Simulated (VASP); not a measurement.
# Co (Pm-3m) in VASP: further runs, part 2 of 2

VASP 6.6.1.

### Step 3. Relaxation of cell and atoms, PBEsol, collinear spin, ferromagnetic start

This run uses another cell than the first one, of 11.35 Å³/atom, 0.942 times its volume.

INCAR reads:

```
SYSTEM = Co
ALGO = Normal ; EDIFF = 1E-7
EDIFFG = -0.04 ; ENCUT = 600
GGA = PS ; IBRION = 2
ISIF = 3 ; ISMEAR = 0
ISPIN = 2 ; LASPH = .TRUE.
LCHARG = .FALSE. ; LMAXMIX = 4
LORBIT = 11 ; LREAL = .FALSE.
LWAVE = .FALSE. ; MAGMOM = 1.89
NELM = 150 ; NSW = 90
PREC = Accurate ; SIGMA = 0.1
```

KPOINTS reads:

```
k-points
0
G
  8 8 8
  0 0 0
```

POSCAR reads:

```
Co
1.0
    2.2474364083      0.0000000000      0.0000000000
    0.0000000000      2.2474364083      0.0000000000
    0.0000000000      0.0000000000      2.2474364083
Co
1
Direct
    0.0000000000      0.0000000000      0.0000000000
```

Potentials or basis: VASP PAW PBE potentials, release 64 (Co).

Run with:

```sh
$ cat potpaw_PBE.64/Co/POTCAR > POTCAR
$ mpirun -np 1 vasp_std > vasp.out
```

OUTCAR:

```text
SYSTEM = Co
   EDIFF = 1E-7
   EDIFFG = -0.04
   ENCUT = 600
   GGA = PS
   IBRION = 2
   ISIF = 3
   ISMEAR = 0
   ISPIN = 2
   LASPH = .TRUE.
   LORBIT = 11
   LREAL = .FALSE.
   NELM = 150
   NSW = 90
   PREC = Accurate

 ion  position               nearest neighbor table
   1  0.000  0.000  0.000-

  LATTYP: Found a simple cubic cell.
 ALAT       =     2.2474364083

  Lattice vectors:

 A1 = (   2.2474364083,   0.0000000000,   0.0000000000)
 A2 = (   0.0000000000,   2.2474364083,   0.0000000000)
 A3 = (   0.0000000000,   0.0000000000,   2.2474364083)

Analysis of symmetry for initial positions (statically):
=====================================================================
 Subroutine PRICEL returns:
 Original cell was already a primitive cell.

 Routine SETGRP: Setting up the symmetry group for a
 simple cubic supercell.

 Subroutine GETGRP returns: Found 48 space group operations
 (whereof 48 operations were pure point group operations)
 out of a pool of 48 trial point group operations.

The static configuration has the point symmetry O_h .

Analysis of symmetry for dynamics (positions and initial velocities):
=====================================================================
 Subroutine PRICEL returns:
 Original cell was already a primitive cell.

 Routine SETGRP: Setting up the symmetry group for a
 simple cubic supercell.

 Subroutine GETGRP returns: Found 48 space group operations
 (whereof 48 operations were pure point group operations)
 out of a pool of 48 trial point group operations.

The dynamic configuration has the point symmetry O_h .

Analysis of structural, dynamic, and magnetic symmetry:
=====================================================================
 Subroutine PRICEL returns:
 Original cell was already a primitive cell.

 Routine SETGRP: Setting up the symmetry group for a
 simple cubic supercell.

 Subroutine GETGRP returns: Found 48 space group operations
 (whereof 48 operations were pure point group operations)
 out of a pool of 48 trial point group operations.

The overall configuration has the point symmetry O_h .

 Subroutine INISYM returns: Found 48 space group operations
 (whereof 48 operations are pure point group operations),
 and found     1 'primitive' translations

----------------------------------------------------------------------------------------

                                     Primitive cell

  volume of cell :      11.3517

  direct lattice vectors                    reciprocal lattice vectors
     2.247436408  0.000000000  0.000000000     0.444951411  0.000000000  0.000000000
     0.000000000  2.247436408  0.000000000     0.000000000  0.444951411  0.000000000
     0.000000000  0.000000000  2.247436408     0.000000000  0.000000000  0.444951411

  length of vectors
     2.247436408  2.247436408  2.247436408     0.444951411  0.444951411  0.444951411

  position of ions in fractional coordinates (direct lattice)
     0.000000000  0.000000000  0.000000000

  ion indices of the primitive-cell ions
   primitive index   ion index
                 1           1

----------------------------------------------------------------------------------------

 KPOINTS: k-points
[... 56 lines left out ...]
   NGX,Y,Z   is equivalent  to a cutoff of  13.31, 13.31, 13.31 a.u.
   NGXF,Y,Z  is equivalent  to a cutoff of  26.63, 26.63, 26.63 a.u.
 SYSTEM =  Co
   PREC   = accura    normal or accurate (medium, high low for compatibility)
   ISTART =      0    job   : 0-new  1-cont  2-samecut
   ICHARG =      2    charge: 1-file 2-atom 10-const
   ISPIN  =      2    spin polarized calculation?
   LNONCOLLINEAR =      F non collinear calculations
   LSORBIT =      F    spin-orbit coupling
   LASPH  =      T    aspherical Exc in radial PAW
   ENCUT  =  600.0 eV  44.10 Ry    6.64 a.u.   4.49  4.49  4.49*2*pi/ulx,y,z
   NELM   =    150;   NELMIN=  2; NELMDL= -5     # of ELM steps
   EDIFF  = 0.1E-06   stopping-criterion for ELM
   LREAL  =      F    real-space projection
   EDIFFG = -.4E-01   stopping-criterion for IOM
   NSW    =     90    number of steps for IOM
   IBRION =      2    ionic relax: 0-MD 1-quasi-New 2-CG
   NFREE  =      1    steps in history (QN), initial steepest desc. (CG)
   ISIF   =      3    stress and relaxation
   ISYM   =      2    0-nonsym 1-usesym 2-fastsym
   POTIM  = 0.5000    time-step for ionic-motion
   TEBEG  =    0.0;   TEEND  =   0.0 temperature during run
   PSTRESS=    0.0 pullay stress
   NELECT =       9.0000    total number of electrons
   NUPDOWN=      -1.0000    fix difference up-down
   EMIN   =  10.00;   EMAX   =-10.00  energy-range for DOS
   EFERMI =   0.00;   METHOD = LEGACY
   ISMEAR =     0;   SIGMA  =   0.10  broadening in eV -4-tet -1-fermi 0-gaus
   EFERMI_NEDOS =   21; number of points for ismear=-14 and -15
   IALGO  =     38    algorithm
   IMIX   =      4    mixing-type and parameters
     AMIX     =   0.40;   BMIX     =  1.00
     AMIX_MAG =   1.60;   BMIX_MAG =  1.00
  volume/ion in A,a.u.               =      11.35        76.61
  Fermi-wavevector in a.u.,A,eV,Ry     =   1.515194  2.863302 31.236432  2.295813
  Thomas-Fermi vector in A             =   2.624750
   LORBIT       =     11    0 simple, 1 ext, 2 COOP (PROOUT), +10 PAW based schemes
   GGA     = PS    functional components
   LHFCALC =     F    Hartree Fock is set to
   AEXX    =    0.0000 exact exchange contribution
   IVDW    =     0    specifies the selected vdW correction
   LEPSILON=     F    determine dielectric tensor
   LRPA    =     F    only Hartree local field effects (RPA)
 conjugate gradient relaxation of ions
 spin polarized calculation
 Gauss-broadening in eV      SIGMA  =   0.10
  energy-cutoff  :      600.00
  volume of cell :       11.35
 maximum number of plane-waves:       392
 NGX is ok and might be reduce to    18
   NGX =  9   NGY =  9   NGZ =  9

--------------------------------------- Ionic step        1  -------------------------------------------

 number of electron       8.9999988 magnetization       1.7319995

 Free energy of the ion-electron system (eV)
  ---------------------------------------------------
  ext. energy  EPLUGINS =         0.00000000
  ---------------------------------------------------
  free energy    TOTEN  =        -6.89057784 eV

  energy without entropy =       -6.88537477  energy(sigma->0) =       -6.88797630

------------------------ aborting loop because EDIFF is reached ----------------------------------------

  FORCE on cell =-STRESS in cart. coord.  units (eV):
  Direction    XX          YY          ZZ          XY          YZ          ZX
  --------------------------------------------------------------------------------------
  -------------------------------------------------------------------------------------
  Total        0.7856529      0.7856529      0.7856529      0.0000000      0.0000000      0.0000000
  in kB      110.8866002    110.8866002    110.8866002      0.0000000      0.0000000      0.0000000
  external PRESSURE =     110.8866002 kB  Pullay stress =       0.0000000 kB
[... 57 lines left out ...]
--------------------------------------- Ionic step        3  -------------------------------------------

 number of electron       9.0000008 magnetization       1.7593595

 Free energy of the ion-electron system (eV)
  ---------------------------------------------------
  ext. energy  EPLUGINS =         0.00000000
  ---------------------------------------------------
  free energy    TOTEN  =        -6.91175457 eV

  energy without entropy =       -6.90712140  energy(sigma->0) =       -6.90943798

 E-fermi :   9.0095     XC(G=0): -12.9059

 val. band max:        8.9728991900   @ k =   0.5000   0.2500   0.0000
 cond. band min:       9.0133755446   @ k =   0.3750   0.0000   0.0000
 fundamental gap:      0.0404763546
 Fermi energy:         9.0095125225

 spin component 1

 k-point     1 :       0.0000    0.0000    0.0000
  band No.  band energies     occupation
      1       0.3728      1.00000
      2       4.4702      1.00000
      3       4.4702      1.00000
      4       8.0639      1.00000
      5       8.0639      1.00000
      6       8.0639      1.00000
      7      28.6374      0.00000
      8      28.6374      0.00000
      9      28.6374      0.00000
[... 265 lines left out ...]
 k-point    24 :       0.5000    0.3750    0.1250
  band No.  band energies     occupation
      1       3.9857      1.00000
      2       5.7988      1.00000
      3       6.5364      1.00000
      4       6.7616      1.00000
      5       8.4963      1.00000
      6      13.6411      0.00000
      7      14.2129      0.00000
      8      22.2759      0.00000
      9      23.3179      0.00000

 [... further k-points ...]

 spin component 2

 k-point     1 :       0.0000    0.0000    0.0000
  band No.  band energies     occupation
      1       0.5889      1.00000
      2       5.7463      1.00000
      3       5.7463      1.00000
      4      10.2184      0.00000
      5      10.2184      0.00000
      6      10.2184      0.00000
      7      29.0269      0.00000
      8      29.0269      0.00000
      9      29.0269      0.00000
[... 304 lines left out ...]
  FREE ENERGIE OF THE ION-ELECTRON SYSTEM (eV)
  ---------------------------------------------------
  free  energy   TOTEN  =        -6.9117545650 eV

  energy  without entropy=       -6.9071214022  energy(sigma->0) =       -6.90943798

 reached required accuracy - stopping structural energy minimisation

 total charge

# of ion       s       p       d       tot
------------------------------------------
    1        0.516   0.450   7.306   8.273

 magnetization (x)

# of ion       s       p       d       tot
------------------------------------------
    1        0.003   0.004   1.747   1.754
```

CONTCAR:

```text
Co
   1.00000000000000
     2.2889971097835811   -0.0000000000000000    0.0000000000000000
     0.0000000000000000    2.2889971097835811    0.0000000000000000
    -0.0000000000000000    0.0000000000000000    2.2889971097835811
  Co
     1
Direct
     0.0000000000000000    0.0000000000000000    0.0000000000000000

  0.00000000E+00  0.00000000E+00  0.00000000E+00
```

Run time: 17 s. Hardware: 1 thread of AMD EPYC 9R45 (Zen 5), shared host; peak memory 0.1 GiB.

Results:

```
Free energy                                           : -6.9118 eV
Relaxed volume                                        : 11.99 Å³/atom
Relaxed cell                                          : a = 2.289 Å, b = 2.289 Å, c = 2.289 Å, α = 90.00°, β = 90.00°, γ = 90.00°
Space group after relaxing (to 0.05 Å)                : Pm-3m (No. 221)
Energy gained by relaxing                             : 21.2 meV/atom
Ionic steps                                           : 3
Pressure after relaxing                               : 0.0 GPa
Net moment                                            : 1.76 μB per cell
Site moments                                          : Co +1.75 μB
Valence electrons inside the program's atomic spheres : Co 8.27
```

Step by step:
```
step  energy change (eV)  largest force (eV/Å)  pressure (GPa)  volume (Å³)
   1              0.0000                0.0000           11.09        11.35
   2             -0.0001                0.0000           -8.92        12.69
   3             -0.0212                0.0000           -0.04        11.99
```

Final structure:
```cif
data_structure
_symmetry_space_group_name_H-M 'P 1'
_symmetry_Int_Tables_number 1
_cell_length_a 2.2890
_cell_length_b 2.2890
_cell_length_c 2.2890
_cell_angle_alpha 90.000
_cell_angle_beta 90.000
_cell_angle_gamma 90.000
_cell_volume 11.99
loop_
_atom_site_label
_atom_site_type_symbol
_atom_site_fract_x
_atom_site_fract_y
_atom_site_fract_z
_atom_site_occupancy
Co1 Co 0.00000 0.00000 0.00000 1
```

Levels at points of the mesh, in eV from the Fermi level:
Spin up:
| k point | band 2 | band 3 | band 4 | band 5 | band 6 | band 7 | band 8 | band 9 |
| --- | --- | --- | --- | --- | --- | --- | --- | --- |
| (0.00, 0.00, 0.00) | -4.54 | -4.54 | -0.95 | -0.95 | -0.95 | 19.63 | 19.63 | 19.63 |
| (0.50, 0.00, 0.00) | -4.04 | -2.18 | -2.18 | -1.55 | -0.84 | 3.89 | 23.94 | 26.84 |
| (0.50, 0.50, 0.00) | -3.56 | -1.93 | -1.93 | 0.20 | 5.04 | 5.04 | 11.24 | 12.22 |
| (0.50, 0.50, 0.50) | -4.37 | -4.37 | 0.27 | 0.27 | 12.13 | 12.13 | 12.13 | 13.19 |
Spin down:
```csv
k point,band 1,band 2,band 3,band 4,band 5,band 6,band 7,band 8,band 9
"(0.00, 0.00, 0.00)",-8.42,-3.26,-3.26,1.21,1.21,1.21,20.02,20.02,20.02
"(0.50, 0.00, 0.00)",-3.79,-2.69,-1.42,-0.18,-0.18,1.33,5.04,23.93,26.92
"(0.50, 0.50, 0.00)",-4.06,-2.27,0.11,0.11,1.87,5.31,5.31,12.00,13.10
"(0.50, 0.50, 0.50)",-2.76,-2.76,-2.76,1.94,1.94,12.57,12.57,12.57,13.06
```

Caveat: the PAW data sets were made with another functional, which shifts forces and pressure a little.

### Step 4. Relaxation of cell and atoms, PBEsol, collinear spin, ferromagnetic start

This run uses another cell than the first one, of 11.35 Å³/atom, 0.942 times its volume.

INCAR reads:

```
SYSTEM = Co
ALGO = Normal ; EDIFF = 1E-7
EDIFFG = -0.04 ; ENCUT = 600
GGA = PS ; GGA_COMPAT = .FALSE.
IBRION = 2 ; ISIF = 3
ISMEAR = 0 ; ISPIN = 2
LASPH = .TRUE. ; LCHARG = .FALSE.
LMAXMIX = 4 ; LORBIT = 11
LREAL = .FALSE. ; LWAVE = .FALSE.
MAGMOM = 1.89 ; NELM = 200
NELMIN = 4 ; NSW = 90
PREC = Accurate ; SIGMA = 0.1
```

KPOINTS is that of step 3.

POSCAR is that of step 3.

Potentials or basis: VASP PAW PBE potentials, release 64 (Co_sv).

Run with:

```sh
$ cat potpaw_PBE.64/Co_sv/POTCAR > POTCAR
$ mpirun -np 1 vasp_std > vasp.out
```

OUTCAR:

```text
SYSTEM = Co
   EDIFF = 1E-7
   EDIFFG = -0.04
   ENCUT = 600
   GGA = PS
   IBRION = 2
   ISIF = 3
   ISMEAR = 0
   ISPIN = 2
   LASPH = .TRUE.
   LORBIT = 11
   LREAL = .FALSE.
   NELM = 200
   NELMIN = 4
   NSW = 90
   PREC = Accurate

 ion  position               nearest neighbor table
   1  0.000  0.000  0.000-

  LATTYP: Found a simple cubic cell.
 ALAT       =     2.2474364083

  Lattice vectors:

 A1 = (   2.2474364083,   0.0000000000,   0.0000000000)
 A2 = (   0.0000000000,   2.2474364083,   0.0000000000)
 A3 = (   0.0000000000,   0.0000000000,   2.2474364083)

Analysis of symmetry for initial positions (statically):
=====================================================================
 Subroutine PRICEL returns:
 Original cell was already a primitive cell.

 Routine SETGRP: Setting up the symmetry group for a
 simple cubic supercell.

[... 275 lines left out ...]
      5       2.0206      1.00000
      6       6.1713      1.00000
      7       6.1713      1.00000
      8       9.8586      1.00000
      9       9.8586      1.00000
     10       9.8586      1.00000
     11      30.4761      0.00000
     12      30.4761      0.00000
     13      30.4761      0.00000
[... 356 lines left out ...]
      2     -48.7466      1.00000
      3     -48.6820      1.00000
      4     -48.3759      1.00000
      5       5.6643      1.00000
      6       7.5328      1.00000
      7       8.2865      1.00000
      8       8.5177      1.00000
      9      10.2955      1.00000
     10      15.4253      0.00000
     11      16.0258      0.00000
     12      24.0911      0.00000
     13      25.2360      0.00000

 [... further k-points ...]

 spin component 2

 k-point     1 :       0.0000    0.0000    0.0000
  band No.  band energies     occupation
      1     -83.1370      1.00000
      2     -46.3334      1.00000
      3     -46.3334      1.00000
      4     -46.3334      1.00000
      5       2.2337      1.00000
      6       7.4451      1.00000
      7       7.4451      1.00000
      8      12.0325      0.00000
      9      12.0325      0.00000
     10      12.0325      0.00000
     11      30.8540      0.00000
     12      30.8540      0.00000
     13      30.8540      0.00000
[... 396 lines left out ...]
  FREE ENERGIE OF THE ION-ELECTRON SYSTEM (eV)
  ---------------------------------------------------
  free  energy   TOTEN  =        -6.9626849487 eV

  energy  without entropy=       -6.9581699108  energy(sigma->0) =       -6.96042743

 reached required accuracy - stopping structural energy minimisation

 total charge

# of ion       s       p       d       tot
------------------------------------------
    1        2.269   6.101   6.742  15.111

 magnetization (x)

# of ion       s       p       d       tot
------------------------------------------
    1        0.005   0.005   1.734   1.744
```

It took 32 s on 1 thread of Intel Xeon Platinum 8259CL at 2.50GHz (Skylake/Cascade Lake), shared host; peak memory 0.13 GiB.

Results:

- Free energy: -6.9627 eV
- Relaxed volume: 11.84 Å³/atom
- Relaxed cell: a = 2.279 Å, b = 2.279 Å, c = 2.279 Å, α = 90.00°, β = 90.00°, γ = 90.00°
- Space group after relaxing (to 0.05 Å): Pm-3m (No. 221)
- Energy gained by relaxing: 13.0 meV/atom
- Ionic steps: 3
- Pressure after relaxing: 0.0 GPa
- Net moment: 1.76 μB per cell
- Site moments: Co +1.74 μB
- Valence electrons inside the program's atomic spheres: Co 15.11

Step by step:
| step | energy change (eV) | largest force (eV/Å) | pressure (GPa) | volume (Å³) |
| --- | --- | --- | --- | --- |
| 1 | 0.0000 | 0.0000 | 8.93 | 11.35 |
| 2 | 0.0039 | 0.0000 | -8.82 | 12.42 |
| 3 | -0.0130 | 0.0000 | -0.01 | 11.84 |

Final structure:
```yaml
crystal:
  lattice:
    - [2.27905, 0.00000, 0.00000]
    - [0.00000, 2.27905, 0.00000]
    - [0.00000, 0.00000, 2.27905]
  atoms:
    - { symbol: Co, position: [0.00000, 0.00000, 0.00000] }
```

Caveat: the PAW data sets were made with another functional, which shifts forces and pressure a little.

### Step 5. Overview

```tsv
task	potentials or basis	cell	cutoff (eV)	second run	gap on the mesh (eV)	pressure (GPa)	moment (μB)	relaxed volume (Å³/atom)
single point	VASP PAW PBE potentials, release 64 (Co)	a = 2.292 Å, 1 atom	520	-	none	-0.8	1.76	-
relaxation of cell and atoms	VASP PAW PBE potentials, release 64 (Co)	relaxed from a = 2.247 Å, 1 atom	600	-	none	0.0	1.76	11.99
relaxation of cell and atoms	VASP PAW PBE potentials, release 64 (Co_sv)	relaxed from a = 2.247 Å, 1 atom	600	valence_matched	none	0.0	1.76	11.84
```

Alike in all rows: level PBEsol; spin collinear, ferromagnetic start; k mesh 8 × 8 × 8; smearing gaussian 0.1 eV.

Caveats: the PAW data sets were made with another functional, which shifts forces and pressure a little.

Absolute energies hang on the potentials; compare differences alone.
